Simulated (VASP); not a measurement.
## Pt9Se17 (a cell with a defect): single point with PBE

System: Pt9Se17 (a cell with a defect).

```
CELL_PARAMETERS angstrom
-5.62734 3.24895 6.50133
0.00000 -6.49789 6.50133
5.62734 3.24895 6.50133
ATOMIC_POSITIONS crystal
Pt 0.66756 0.67073 0.66850
Pt 0.99834 0.33234 0.66703
Pt 0.33270 0.66687 0.99924
Pt 0.33661 0.00164 0.66848
Pt 0.66630 0.33254 0.99906
Pt 0.99832 0.66690 0.33351
Pt 0.99833 0.00070 0.99915
Pt 0.33271 0.33249 0.33351
Pt 0.66769 0.00184 0.33722
Se 0.81847 0.49253 0.49017
Se 0.15852 0.82358 0.81929
Se 0.15861 0.15240 0.49013
Se 0.48939 0.49265 0.81914
Se 0.81832 0.82362 0.15930
Se 0.81901 0.15318 0.81988
Se 0.15437 0.48854 0.15523
Se 0.48931 0.15255 0.15921
Se 0.50997 0.51103 0.17773
Se 0.84264 0.17701 0.17495
Se 0.17680 0.51099 0.51078
Se 0.17689 0.84420 0.17777
Se 0.51088 0.17608 0.51170
Se 0.84322 0.50791 0.84365
Se 0.84195 0.84505 0.51166
Se 0.17426 0.17704 0.84350
Se 0.51108 0.84489 0.84273
```

This cell differs from its parent crystal: atoms taken out, then relaxed in part.

```json
{
 "Program": "VASP 6.6.1",
 "Task": "single point",
 "Functional": "PBE",
 "Potentials or basis": "VASP PAW PBE potentials, release 64 (Pt, Se)",
 "Cutoff": "520 eV",
 "k mesh": "2 × 2 × 2, shifted",
 "Occupations": "gaussian, width 0.01 eV",
 "Spin": "collinear spin",
 "Starting moments": "[0.333, 0.0, 0.0, 0.333, 0.0, 0.0, 0.0, 0.0, 0.333, 0.0, 0.0, 0.0, 0.0, 0.0, 0.0, 0.0, 0.0, 0.0, 0.0, 0.0, 0.0, 0.0, 0.0, 0.0, 0.0, 0.0] μB"
}
```

* Largest force: 0.028 eV/Å
* Net moment: 0.50 μB per cell
* Site moments: Pt +0.03, +0.00, -0.00, +0.02 (each value once); Se +0.01, +0.00, +0.04 (each value once) μB
* Valence electrons inside the program's atomic spheres: Pt 9.26, 9.32 (each value once); Se 3.75, 3.72, 3.77 (each value once)

Forces in eV/Å, atoms in the order of the input:
```
Pt  -0.020  0.012 -0.016
Pt   0.017  0.011 -0.003
Pt   0.003  0.006  0.002
Pt   0.001  0.004 -0.004
Pt  -0.021  0.017 -0.004
Pt  -0.005  0.009  0.002
Pt   0.001 -0.020 -0.007
Pt  -0.003 -0.009  0.008
Pt   0.009  0.003 -0.009
Se   0.003 -0.016 -0.002
Se  -0.006  0.002 -0.004
Se  -0.004 -0.007 -0.006
Se   0.007 -0.011  0.004
Se  -0.005  0.005  0.000
Se  -0.005  0.005  0.008
Se   0.000  0.001 -0.009
Se   0.007 -0.006  0.002
Se  -0.010 -0.002 -0.013
Se  -0.008 -0.006  0.014
Se   0.002  0.001 -0.007
Se   0.006  0.009 -0.011
Se  -0.003  0.007  0.012
Se   0.007 -0.006  0.007
Se   0.001  0.001  0.016
Se   0.010 -0.005  0.002
Se   0.015 -0.007  0.018
```

Levels at points of the mesh, in eV from the Fermi level:
Spin up:
```csv
k point,band 94,band 95,band 96,band 97,band 98,band 99
"(0.25, 0.25, 0.25)",-0.67,-0.67,-0.42,0.67,0.67,1.10
```
Spin down:
| k point | band 91 | band 92 | band 93 | band 94 | band 95 | band 96 | band 97 | band 98 | band 99 | band 100 |
| --- | --- | --- | --- | --- | --- | --- | --- | --- | --- | --- |
| (0.25, 0.25, 0.25) | -0.85 | -0.85 | -0.79 | -0.65 | -0.65 | -0.35 | 0.73 | 0.73 | 1.12 | 1.12 |

Wall time 2.7 min on 1 × NVIDIA H100 80GB with 1 thread of AMD EPYC 7R13 Processor (Zen 3) (shared host), peak memory 1.9 GiB.

Caveat: the k points lie up to 0.36 Å⁻¹ apart; the cell carries a net charge on a neutralising background, which shifts energy and pressure; the cell differs from its parent crystal (atoms taken out, then relaxed in part); the cell is charged against a uniform background, so pressure and absolute levels hang on convention; spin-orbit coupling is left out, which moves the levels of the heavy elements.
